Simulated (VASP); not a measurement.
**LaScSe2: single point with PBE**

LaScSe2:

```
CELL_PARAMETERS angstrom
3.92454 0.00000 0.00000
-1.96227 3.39876 0.00000
0.00000 -2.26584 7.42440
ATOMIC_POSITIONS crystal
Se 0.23220 0.46440 0.69660
Se 0.76780 0.53560 0.30340
La 0.50000 0.00000 0.50000
Sc 0.00000 0.00000 0.00000
```

```json
{"Program": "VASP 6.6.1", "Task": "single point", "Functional": "PBE", "Potentials or basis": "VASP PAW PBE potentials, release 64 (Se, La, Sc_sv)", "Cutoff": "520 eV", "k mesh": "6 × 6 × 6", "Occupations": "methfessel-paxton, width 0.0704 eV", "Spin": "no spin polarisation"}
```

```yaml
Pressure: 13.7 GPa
Largest_force: 4.678 eV/Å
Band_gap_on_the_k_mesh: zero (band 17 reaches 6.99 eV, above the bottom of band 18 at 6.70 eV)
```

Forces on the atoms (eV/Å):
```
Se   0.000  0.000  4.678
Se   0.000  0.000 -4.678
La   0.000  0.000  0.000
Sc   0.000  0.000  0.000
```

Stress tensor (GPa, compression positive):
```
17.15  0.00  0.00
 0.00 17.15  0.00
 0.00  0.00  6.66
```

Levels at points of the mesh, in eV from the Fermi level:
```tsv
k point	band 15	band 16	band 17	band 18	band 19	band 20
(0.00, 0.00, 0.00)	-2.35	-2.35	-1.04	0.37	0.37	0.81
(0.50, 0.00, 0.00)	-3.36	-2.70	-0.48	0.31	1.24	1.27
(0.00, 0.50, 0.00)	-3.26	-2.53	-1.32	0.99	1.03	1.36
(0.00, 0.00, 0.50)	-2.55	-2.55	-0.53	0.62	0.62	1.15
```

Run time: 86 s on 1 thread of Intel(R) Xeon(R) Platinum 8375C CPU @ 2.90GHz (Ice Lake), with other jobs on the host, peak memory 0.29 GiB.

Caveat: spin-orbit coupling is left out, which moves the levels of the heavy elements; forces of over 1 eV/Å act on the atoms, so gaps and moduli don't describe the material at rest.
